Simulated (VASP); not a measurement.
Wanted: the native input for a VASP 6.6.1 run.

```yaml
Task: single point
Functional: PBEsol
Potentials_or_basis: VASP PAW PBE potentials, release 64 (Al, Au)
Cutoff: 520 eV
k_mesh: 12 × 12 × 12
Occupations: gaussian, width 0.1 eV
Spin: no spin polarisation
Dipole_correction: no
Further_INCAR_settings: ALGO = Normal; EDIFF = 1e-07; NBANDS = 16
```

The structure of Al2Au lies in POSCAR:

```
Al2Au
1.0
    0.0000000000      2.8762823887      2.8762823887
    2.8762823887      0.0000000000      2.8762823887
    2.8762823887      2.8762823887      0.0000000000
Al Au
2 1
Direct
    0.2500000000      0.2500000000      0.2500000000
    0.7500000000      0.7500000000      0.7500000000
    0.0000000000      0.0000000000      0.0000000000
```

These files were run (other wordings do the same):

INCAR

```
PREC = Accurate
ENCUT = 520
EDIFF = 1E-7
ISMEAR = 0
SIGMA = 0.1
LREAL = F
LASPH = T
NELM = 100
ALGO = Normal
ISIF = 2
LWAVE = F
LCHARG = F
GGA = PS
NBANDS = 16
```

KPOINTS

```
regular mesh
0
Gamma
  12 12 12
```

Potentials or basis: VASP PAW PBE potentials, release 64 (Al, Au).

Command:

```console
$ cat potpaw_PBE.64/Al/POTCAR potpaw_PBE.64/Au/POTCAR > POTCAR
$ mpirun -np 1 vasp_std > vasp.out
```

Results of the run:

```json
{"Pressure": "19.6 GPa", "Band gap on the k mesh": "zero (an odd number of electrons rules out a gap without spin polarisation)"}
```

Caveat: the cell stands under pressure; the PAW data sets were made with another functional, which shifts forces and pressure a little; spin-orbit coupling is left out, which moves the levels of the heavy elements.

Run time: 53 s on 1 thread of Intel Xeon 8259CL, with other jobs on the host, peak memory 0.2 GiB.
